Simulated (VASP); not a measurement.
Here is a VASP 6.6.1 calculation.

Contents of INCAR:

```
SYSTEM = ScSb2N3
PREC = Accurate
ENCUT = 520
EDIFF = 1E-6
ISMEAR = 0
SIGMA = 0.1
LREAL = .False.
LASPH = .True.
NELM = 80
ALGO = Normal
ISIF = 2
LWAVE = .False.
LCHARG = .False.
GGA = PE
NBANDS = 27
```

Contents of KPOINTS:

```
regular mesh
0
Gamma
  3 3 6
  0 0 0
```

File POSCAR:

```
ScSb2N3
1.0
    5.8667731544      0.0000000000      0.0000000000
   -2.9333865772      5.0807745899      0.0000000000
    0.0000000000      0.0000000000      3.0908954318
Sc Sb N
1 2 3
Direct
    0.0000000000      0.0000000000      0.0000000000
    0.3333333333      0.6666666667      0.0000000000
    0.6666666667      0.3333333333      0.0000000000
    0.0000000000      0.5000000000      0.5000000000
    0.5000000000      0.5000000000      0.5000000000
    0.5000000000      0.0000000000      0.5000000000
```

Potentials or basis: VASP PAW PBE potentials, release 64 (Sc_sv, Sb, N).

The run is started by

```console
$ cat potpaw_PBE.64/Sc_sv/POTCAR potpaw_PBE.64/Sb/POTCAR potpaw_PBE.64/N/POTCAR > POTCAR
$ mpirun -np 1 vasp_std > vasp.out
```

(1) Estimate the pressure.

(2) Estimate the band gap on the k mesh.

## Answers

(1) -0.5 GPa.

(2) zero (bands 18 and 19 overlap by 1.35 eV).

Caveat: the k points lie up to 0.41 Å⁻¹ apart, too coarse for converged energies and pressures of a metal; spin-orbit coupling is left out, which moves the levels of the heavy elements.
